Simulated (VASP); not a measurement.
# Nb (Fm-3m) in VASP: settings compared

Nb is run at these levels: revPBE, BLYP, r2SCAN, B3LYP; tasks: relaxation of cell and atoms, single point.

Program: VASP 6.6.1. These are calculated values, not measurements. Logs are shortened: lines on timing, memory, paths and dates and some standing lists are left out, and cuts for length are marked.

**1. The cell of the first run**

It takes space group Fm-3m (No. 225, cubic). The conventional cell has a = 4.230 Å, b = 4.230 Å, c = 4.230 Å, α = 90.00°, β = 90.00°, γ = 90.00°. Nb (site symmetry m-3m) has 12 Nb at 2.99 Å within 3.9 Å.

**2. Relaxation of cell and atoms, revPBE**

Contents of INCAR:

```
  ALGO = Normal
  EDIFF = 1E-6
  EDIFFG = -0.01
  ENCUT = 600
  GGA = RE
  IBRION = 2
  ISIF = 3
  ISMEAR = -1
  LASPH = T
  LCHARG = F
  LREAL = F
  LWAVE = F
  NELM = 60
  NSW = 60
  PREC = Accurate
  SIGMA = 0.05
```

Contents of KPOINTS:

```
k-points
0
Gamma
  11 11 11
```

Contents of POSCAR:

```
Nb
1.0
    0.0000000000      2.1150000000      2.1150000000
    2.1150000000      0.0000000000      2.1150000000
    2.1150000000      2.1150000000      0.0000000000
Nb
1
Direct
    0.0000000000      0.0000000000      0.0000000000
```

Potentials or basis: VASP PAW PBE potentials, release 64 (Nb_sv).

Launch:

```
> cat potpaw_PBE.64/Nb_sv/POTCAR > POTCAR
> mpirun -np 1 vasp_std > vasp.out
```

OUTCAR:

```text
EDIFF = 1E-6
   EDIFFG = -0.01
   ENCUT = 600
   GGA = RE
   IBRION = 2
   ISIF = 3
   ISMEAR = -1
   LASPH = T
   LREAL = F
   NELM = 60
   NSW = 60
   PREC = Accurate

 ion  position               nearest neighbor table
   1  0.000  0.000  0.000-

  LATTYP: Found a face centered cubic cell.
 ALAT       =     4.2300000000

  Lattice vectors:

 A1 = (   0.0000000000,   2.1150000000,   2.1150000000)
 A2 = (   2.1150000000,   0.0000000000,   2.1150000000)
 A3 = (   2.1150000000,   2.1150000000,   0.0000000000)

Analysis of symmetry for initial positions (statically):
=====================================================================
 Subroutine PRICEL returns:
 Original cell was already a primitive cell.

 Routine SETGRP: Setting up the symmetry group for a
 face centered cubic supercell.

 Subroutine GETGRP returns: Found 48 space group operations
 (whereof 48 operations were pure point group operations)
 out of a pool of 48 trial point group operations.

The static configuration has the point symmetry O_h .

Analysis of symmetry for dynamics (positions and initial velocities):
=====================================================================
 Subroutine PRICEL returns:
 Original cell was already a primitive cell.

 Routine SETGRP: Setting up the symmetry group for a
 face centered cubic supercell.

 Subroutine GETGRP returns: Found 48 space group operations
 (whereof 48 operations were pure point group operations)
 out of a pool of 48 trial point group operations.

The dynamic configuration has the point symmetry O_h .

 Subroutine INISYM returns: Found 48 space group operations
 (whereof 48 operations are pure point group operations),
 and found     1 'primitive' translations

----------------------------------------------------------------------------------------

                                     Primitive cell

  volume of cell :      18.9217

  direct lattice vectors                    reciprocal lattice vectors
     0.000000000  2.115000000  2.115000000    -0.236406619  0.236406619  0.236406619
     2.115000000  0.000000000  2.115000000     0.236406619 -0.236406619  0.236406619
     2.115000000  2.115000000  0.000000000     0.236406619  0.236406619 -0.236406619

  length of vectors
     2.991061684  2.991061684  2.991061684     0.409468276  0.409468276  0.409468276

  position of ions in fractional coordinates (direct lattice)
     0.000000000  0.000000000  0.000000000

  ion indices of the primitive-cell ions
   primitive index   ion index
                 1           1

----------------------------------------------------------------------------------------

 KPOINTS: k-points

Automatic generation of k-mesh.
 Grid dimensions read from file:
 generate k-points for:   11   11   11

 Generating k-lattice:

  Cartesian coordinates                     Fractional coordinates (reciprocal lattice)
    -0.021491511  0.021491511  0.021491511     0.090909091  0.000000000  0.000000000
     0.021491511 -0.021491511  0.021491511     0.000000000  0.090909091  0.000000000
     0.021491511  0.021491511 -0.021491511     0.000000000  0.000000000  0.090909091

  Length of vectors
     0.037224389  0.037224389  0.037224389

  Shift w.r.t. Gamma in fractional coordinates (k-lattice)
     0.000000000  0.000000000  0.000000000

 Subroutine IBZKPT returns following result:
 ===========================================

 Found     56 irreducible k-points:

 Following reciprocal coordinates:
            Coordinates               Weight
  0.000000  0.000000  0.000000      1.000000
  0.090909  0.000000  0.000000      8.000000
  0.181818  0.000000  0.000000      8.000000
  0.272727  0.000000  0.000000      8.000000
  0.363636  0.000000  0.000000      8.000000
  0.454545  0.000000  0.000000      8.000000
[... 16 lines left out ...]
 -0.272727  0.181818  0.000000     24.000000
 -0.181818  0.181818  0.000000     12.000000
 [... further k-points ...]
   k-points           NKPTS =     56   k-points in BZ     NKDIM =     56   number of bands    NBANDS=     10
   number of dos      NEDOS =    301   number of ions     NIONS =      1
   total plane-waves  NPLWV =  13824
   dimension x,y,z NGX =    24 NGY =   24 NGZ =   24
   dimension x,y,z NGXF=    48 NGYF=   48 NGZF=   48
   ions per type =               1
   NGX,Y,Z   is equivalent  to a cutoff of  13.34, 13.34, 13.34 a.u.
   NGXF,Y,Z  is equivalent  to a cutoff of  26.68, 26.68, 26.68 a.u.
 SYSTEM =  unknown system
   PREC   = accura    normal or accurate (medium, high low for compatibility)
   ISTART =      0    job   : 0-new  1-cont  2-samecut
   ICHARG =      2    charge: 1-file 2-atom 10-const
   ISPIN  =      1    spin polarized calculation?
   LNONCOLLINEAR =      F non collinear calculations
   LSORBIT =      F    spin-orbit coupling
   LASPH  =      T    aspherical Exc in radial PAW
   ENCUT  =  600.0 eV  44.10 Ry    6.64 a.u.   5.97  5.97  5.97*2*pi/ulx,y,z
   NELM   =     60;   NELMIN=  2; NELMDL= -5     # of ELM steps
   EDIFF  = 0.1E-05   stopping-criterion for ELM
   LREAL  =      F    real-space projection
   EDIFFG = -.1E-01   stopping-criterion for IOM
   NSW    =     60    number of steps for IOM
   IBRION =      2    ionic relax: 0-MD 1-quasi-New 2-CG
   NFREE  =      1    steps in history (QN), initial steepest desc. (CG)
   ISIF   =      3    stress and relaxation
   ISYM   =      2    0-nonsym 1-usesym 2-fastsym
   POTIM  = 0.5000    time-step for ionic-motion
   TEBEG  =    0.0;   TEEND  =   0.0 temperature during run
   PSTRESS=    0.0 pullay stress
   NELECT =      13.0000    total number of electrons
   NUPDOWN=      -1.0000    fix difference up-down
   EMIN   =  10.00;   EMAX   =-10.00  energy-range for DOS
   EFERMI =   0.00;   METHOD = LEGACY
   ISMEAR =    -1;   SIGMA  =   0.05  broadening in eV -4-tet -1-fermi 0-gaus
   EFERMI_NEDOS =   21; number of points for ismear=-14 and -15
   IALGO  =     38    algorithm
   IMIX   =      4    mixing-type and parameters
     AMIX     =   0.40;   BMIX     =  1.00
     AMIX_MAG =   1.60;   BMIX_MAG =  1.00
  volume/ion in A,a.u.               =      18.92       127.69
  Fermi-wavevector in a.u.,A,eV,Ry     =   1.444560  2.729823 28.392005  2.086754
  Thomas-Fermi vector in A             =   2.562841
   LORBIT       =      0    0 simple, 1 ext, 2 COOP (PROOUT), +10 PAW based schemes
   GGA     = RE    functional components
   LHFCALC =     F    Hartree Fock is set to
   AEXX    =    0.0000 exact exchange contribution
   IVDW    =     0    specifies the selected vdW correction
   LEPSILON=     F    determine dielectric tensor
   LRPA    =     F    only Hartree local field effects (RPA)
 conjugate gradient relaxation of ions
 non-spin polarized calculation
  energy-cutoff  :      600.00
  volume of cell :       18.92
 maximum number of plane-waves:       642
   NGX = 11   NGY = 11   NGZ = 11

--------------------------------------- Ionic step        1  -------------------------------------------

 number of electron      13.0000001 magnetization

 Free energy of the ion-electron system (eV)
  ---------------------------------------------------
  ext. energy  EPLUGINS =         0.00000000
  ---------------------------------------------------
  free energy    TOTEN  =        -9.50025015 eV

  energy without entropy =       -9.48840469  energy(sigma->0) =       -9.49432742

------------------------ aborting loop because EDIFF is reached ----------------------------------------

  FORCE on cell =-STRESS in cart. coord.  units (eV):
  Direction    XX          YY          ZZ          XY          YZ          ZX
  --------------------------------------------------------------------------------------
  -------------------------------------------------------------------------------------
  Total       -0.0188100     -0.0188100     -0.0188100     -0.0000000     -0.0000000      0.0000000
  in kB       -1.5927189     -1.5927189     -1.5927189     -0.0000000     -0.0000000      0.0000000
  external PRESSURE =      -1.5927189 kB  Pullay stress =       0.0000000 kB

 VOLUME and BASIS-vectors are now :
 -----------------------------------------------------------------------------
  energy-cutoff  :      600.00
  volume of cell :       18.92
      direct lattice vectors                 reciprocal lattice vectors
     0.000000000  2.115000000  2.115000000    -0.236406619  0.236406619  0.236406619
     2.115000000  0.000000000  2.115000000     0.236406619 -0.236406619  0.236406619
     2.115000000  2.115000000  0.000000000     0.236406619  0.236406619 -0.236406619
[... 36 lines left out ...]
 POSITION                                       TOTAL-FORCE (eV/Angst)
 -----------------------------------------------------------------------------------
     -0.00000      0.00000      0.00000        -0.000000     -0.000000     -0.000000
 -----------------------------------------------------------------------------------
    total drift:                                0.000000      0.000000      0.000000

  FREE ENERGIE OF THE ION-ELECTRON SYSTEM (eV)
  ---------------------------------------------------
  free  energy   TOTEN  =        -9.5002350880 eV

  energy  without entropy=       -9.4884609811  energy(sigma->0) =       -9.49434803

--------------------------------------- Ionic step        3  -------------------------------------------

 number of electron      13.0000001 magnetization

 Free energy of the ion-electron system (eV)
  ---------------------------------------------------
  ext. energy  EPLUGINS =         0.00000000
  ---------------------------------------------------
  free energy    TOTEN  =        -9.50026111 eV

  energy without entropy =       -9.48844350  energy(sigma->0) =       -9.49435230

 E-fermi :  10.9515     XC(G=0): -12.2056

 val. band max:       10.9312358903   @ k =   0.3636   0.2727   0.0909
 cond. band min:      10.9676606458   @ k =  -0.1818   0.1818   0.0000
 fundamental gap:      0.0364247555
 Fermi energy:        10.9514561690

 k-point     1 :       0.0000    0.0000    0.0000
  band No.  band energies     occupation
      1     -43.8830      2.00000
      2     -19.2859      2.00000
      3     -19.2859      2.00000
      4     -19.2859      2.00000
      5       4.7220      2.00000
      6      11.0400      0.29075
      7      11.0400      0.29074
      8      11.0400      0.29074
      9      13.6118      0.00000
     10      13.6118      0.00000

 k-point     2 :       0.0909    0.0000    0.0000
  band No.  band energies     occupation
      1     -43.8683      2.00000
      2     -19.3837      2.00000
      3     -19.2981      2.00000
      4     -19.2981      2.00000
      5       5.0236      2.00000
      6      10.8129      1.88209
      7      11.1745      0.02283
      8      11.1745      0.02283
      9      13.4971      0.00000
     10      13.4971      0.00000
[... 274 lines left out ...]
 k-point    24 :      -0.1818    0.1818    0.0000
  band No.  band energies     occupation
      1     -43.7593      2.00000
      2     -19.9342      2.00000
      3     -19.5562      2.00000
      4     -19.3610      2.00000
      5       7.3048      2.00000
      6       9.7379      2.00000
      7      10.9677      0.83936
      8      12.3017      0.00000
      9      12.3309      0.00000
     10      15.2353      0.00000

 [... further k-points ...]

------------------------ aborting loop because EDIFF is reached ----------------------------------------

  FORCE on cell =-STRESS in cart. coord.  units (eV):
  Direction    XX          YY          ZZ          XY          YZ          ZX
  --------------------------------------------------------------------------------------
  -------------------------------------------------------------------------------------
  Total        0.0009991      0.0009991      0.0009991      0.0000000     -0.0000000      0.0000000
  in kB        0.0846821      0.0846821      0.0846821      0.0000000     -0.0000000      0.0000000
  external PRESSURE =       0.0846821 kB  Pullay stress =       0.0000000 kB

 VOLUME and BASIS-vectors are now :
 -----------------------------------------------------------------------------
  energy-cutoff  :      600.00
  volume of cell :       18.90
      direct lattice vectors                 reciprocal lattice vectors
    -0.000000000  2.114262208  2.114262208    -0.236489116  0.236489116  0.236489116
     2.114262208  0.000000000  2.114262208     0.236489116 -0.236489116  0.236489116
     2.114262208  2.114262208  0.000000000     0.236489116  0.236489116 -0.236489116

 POSITION                                       TOTAL-FORCE (eV/Angst)
 -----------------------------------------------------------------------------------
     -0.00000      0.00000      0.00000        -0.000000      0.000000      0.000000
 -----------------------------------------------------------------------------------
    total drift:                                0.000000      0.000000     -0.000000

  FREE ENERGIE OF THE ION-ELECTRON SYSTEM (eV)
  ---------------------------------------------------
  free  energy   TOTEN  =        -9.5002611100 eV

  energy  without entropy=       -9.4884434975  energy(sigma->0) =       -9.49435230

 reached required accuracy - stopping structural energy minimisation
```

It took 15 s on 1 thread of Intel Xeon Platinum 8259CL at 2.50GHz (Skylake/Cascade Lake), shared host; peak memory 0.15 GiB.

What came out:

| Item | Value |
| --- | --- |
| Free energy | -9.5003 eV |
| Relaxed volume | 18.90 Å³/atom |
| Relaxed cell | a = 2.990 Å, b = 2.990 Å, c = 2.990 Å, α = 60.00°, β = 60.00°, γ = 60.00° |
| Space group after relaxing (to 0.05 Å) | Fm-3m (No. 225) |
| Energy gained by relaxing | 0.0 meV/atom |
| Ionic steps | 3 |
| Pressure after relaxing | 0.0 GPa |

Final structure:
```yaml
crystal:
  lattice:
    - [0.00000, 2.11426, 2.11426]
    - [2.11426, 0.00000, 2.11426]
    - [2.11426, 2.11426, 0.00000]
  atoms:
    - { symbol: Nb, position: [0.00000, 0.00000, 0.00000] }
```

Caveat: the PAW data sets were made with another functional, which shifts forces and pressure a little.

(Continued in part 2 of 2.)
